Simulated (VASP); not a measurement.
A run of VASP 6.6.1:

INCAR

```
SYSTEM = HPt4
PREC = Accurate
ENCUT = 520
EDIFF = 1E-6
ISMEAR = 0
SIGMA = 0.1
LREAL = .False.
LASPH = .True.
NELM = 150
ALGO = Normal
ISIF = 2
LWAVE = .False.
LCHARG = .True.
ISPIN = 2
MAGMOM = 0 0 0 0 1
LORBIT = 11
LMAXMIX = 4
LDIPOL = .True.
IDIPOL = 3
DIPOL = 0.5 0.5 0.341
GGA = PE
LELF = .True.
LVHAR = .True.
LVACPOTAV = .True.
NBANDS = 32
```

File KPOINTS:

```
regular mesh
0
Gamma
  9 7 1
  0 0 0
```

POSCAR

```
HPt4
1.0
    2.8071640675      0.0000000000      0.0000000000
    0.0000000000      3.9699294961      0.0000000000
    0.0000000000      0.0000000000     21.1553936849
Pt H
4 1
Direct
    0.5000000000      0.5000000000      0.1890770770
    0.0000000000      0.0000000000      0.2554233740
    0.5000000000      0.5000000000      0.3268881911
    0.0000000000      0.0000000000      0.3854994999
    0.0000000000      0.0000000000      0.5476330934
```

Potentials or basis: VASP PAW PBE potentials, release 64 (Pt, H).

Launch:

```console
$ cat potpaw_PBE.64/Pt/POTCAR potpaw_PBE.64/H/POTCAR > POTCAR
$ mpirun -np 1 vasp_std > vasp.out
```

Hardware: 1 thread of Intel(R) Xeon(R) 6975P-C (Granite Rapids), with other jobs on the host.

**Question.** How long does it take, and how much memory?

**Answer.** Wall time 4.3 min on 1 thread of Intel(R) Xeon(R) 6975P-C (Granite Rapids), with other jobs on the host, peak memory 0.54 GiB. Counts: scf iterations 36, k points 20.
